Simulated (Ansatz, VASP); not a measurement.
**SnO: VASP beside Ansatz**

File INCAR:

```
PREC = Accurate
ENCUT = 520
EDIFF = 1E-6
ISMEAR = -1
SIGMA = 0.05
LREAL = F
LASPH = T
NELM = 150
ALGO = Normal
ISIF = 2
LWAVE = F
LCHARG = T
MAGMOM = 0 0 0 0 0 0 0 0 0 0 0 0
LORBIT = 11
LSORBIT = T
GGA_COMPAT = F
LORBMOM = T
GGA = PE
LVHAR = T
NBANDS = 54
```

KPOINTS

```
Automatic mesh
0
Gamma
  7 7 6
```

File POSCAR:

```
SnO
1.0
    3.8884925471      0.0000000000      0.0000000000
    0.0000000000      3.8884925471      0.0000000000
    0.0000000000      0.0000000000      4.9827594627
Sn O
2 2
Direct
    0.5000000000      0.0000000000      0.7646261400
    0.0000000000      0.5000000000      0.2353738600
    0.0000000000      0.0000000000      0.0000000000
    0.5000000000      0.5000000000      0.0000000000
```

File input.yaml:

```yaml
crystal:
  lattice:
    - [3.8884925471, 0.0, 0.0]
    - [0.0, 3.8884925471, 0.0]
    - [0.0, 0.0, 4.9827594627]
  atoms:
    - { symbol: Sn, position: [0.5, 0.0, 0.76462614] }
    - { symbol: Sn, position: [0.0, 0.5, 0.23537386] }
    - { symbol: O, position: [0.0, 0.0, 0.0] }
    - { symbol: O, position: [0.5, 0.5, 0.0] }
hamiltonian:
  xc: pbe
  pseudopotentials: { kind: paw_fr }
magnetization:
  noncollinear: true
  spin_orbit: true
kpoints:
  mp_grid: { grid: [7, 7, 6] }
scf:
  occupations: { method: fermi_dirac, width: 0.05 }
output:
  forces: true
  stress: true
  eigenvalues: true
  write_density: true
  write_potential: true
  elf: true
  volumetric_format: npy
```

Alike in both runs: task single point; functional PBE; k mesh 7 × 7 × 6; occupations fermi-dirac, width 0.05 eV; non-collinear spin, spin-orbit coupling.

|  | VASP | Ansatz |
| --- | --- | --- |
| version | VASP 6.6.1 | Ansatz 0.2.0 |
| potentials or method | VASP PAW PBE potentials, release 64 (Sn_d, O) | Ansatz PAW |
| plane-wave cutoff (eV) | 520 | 420 |
| valence electrons in the cell | 40 | 40 |

|  | VASP | Ansatz | Ansatz less VASP |
| --- | --- | --- | --- |
| pressure (GPa) | -1.4 | -1.6 | -0.18 |
| traceless stress, the component that is largest in VASP (GPa) | 0.24 | 0.22 | -0.015 |
| rms of the force components (eV/Å) | 0.126 | 0.156 | +0.0294 |

Atom by atom the forces differ by 0.029 eV/Å (rms over components). With one functional, cell and mesh, what is left measures potentials, basis and numerics.

Noted on Ansatz's run: odd divisions of the mesh miss points on the zone boundary, where band edges often lie, so the gap on the mesh can be too wide.
